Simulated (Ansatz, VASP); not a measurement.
**One calculation of TiO2, two programs**

```xyz
6
Lattice="4.6244 0.0000 0.0000 0.0000 4.6244 0.0000 0.0000 0.0000 2.9786" Properties=species:S:1:pos:R:3 pbc="T T T"
Ti    0.0000    0.0000    0.0000
Ti    2.3122    2.3122    1.4893
O     1.4151    1.4151    0.0000
O     0.8971    3.7273    1.4893
O     3.2094    3.2094    0.0000
O     3.7273    0.8971    1.4893
```

Change from the starting cell: volume scaled by 1.02, crystal datasets.

Alike in both runs: task electric field gradients; functional LDA; k mesh 7 × 7 × 10; occupations fermi-dirac, width 0.05 eV; no spin polarisation.

|  | VASP | Ansatz |
| --- | --- | --- |
| version | VASP 6.6.1 | Ansatz 0.2.0 |
| potentials or method | VASP PAW LDA potentials, release 64 (Ti_sv, O), cutoff 520 eV | all-electron PAW with datasets made for the crystal, scalar-relativistic |

VASP gave:

| Property | Result |
| --- | --- |
| pressure (GPa) | -11.1 |
| traceless stress, the component that is largest in VASP (GPa) | -2.68 |
| rms of the force components (eV/Å) | 0.012 |
| size of Vzz on the site where it differs most (V/Å²) | 24.6 |

**Question.** Estimate Ansatz's values.

**Answer.** Pressure (GPa): -12.0; traceless stress, the component that is largest in VASP (GPa): -2.96; rms of the force components (eV/Å): 0.003; size of Vzz on the site where it differs most (V/Å²): 23.4.

LDA's correlation is that of Perdew and Zunger in VASP and of Perdew and Wang (1992) in Ansatz. Atom by atom the forces differ by 0.015 eV/Å (rms over components). Ansatz ran all-electron here, and VASP with PAW potentials.
